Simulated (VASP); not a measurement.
A run of VASP 6.6.1 is set up as follows.

INCAR

```
  PREC = Accurate
  ENCUT = 520
  EDIFF = 1E-6
  ISMEAR = 0
  SIGMA = 0.15
  LREAL = False
  LASPH = True
  NELM = 80
  ALGO = Normal
  ISIF = 2
  LWAVE = False
  LCHARG = False
  GGA = PE
  IVDW = 12
  NBANDS = 22
```

File KPOINTS:

```
regular mesh
0
Gamma
  12 12 12
```

The input POSCAR:

```
InSb3
1.0
    0.0000000000      3.7279225306      3.7279225306
    3.7279225306      0.0000000000      3.7279225306
    3.7279225306      3.7279225306      0.0000000000
In Sb
1 3
Direct
    0.0452664986      0.0452664986     -0.0452664986
    0.2500000000      0.2500000000      0.2500000000
    0.7500000000      0.7500000000      0.7500000000
    0.5000000000      0.5000000000      0.5000000000
```

Potentials or basis: VASP PAW PBE potentials, release 64 (In_d, Sb).

The run is started by

```console
$ cat potpaw_PBE.64/In_d/POTCAR potpaw_PBE.64/Sb/POTCAR > POTCAR
$ mpirun -np 1 vasp_std > vasp.out
```

(1) What does it give for the largest force?

(2) What does it give for the dispersion energy per atom?

(3) What does it give for the pressure?

Results:

(1) 0.982 eV/Å.

(2) -0.489 eV.

(3) 1.2 GPa.

Caveat: the cell differs from its parent crystal (atom 1 (In) moved +0.338 Å along Cartesian [0 0 1]).
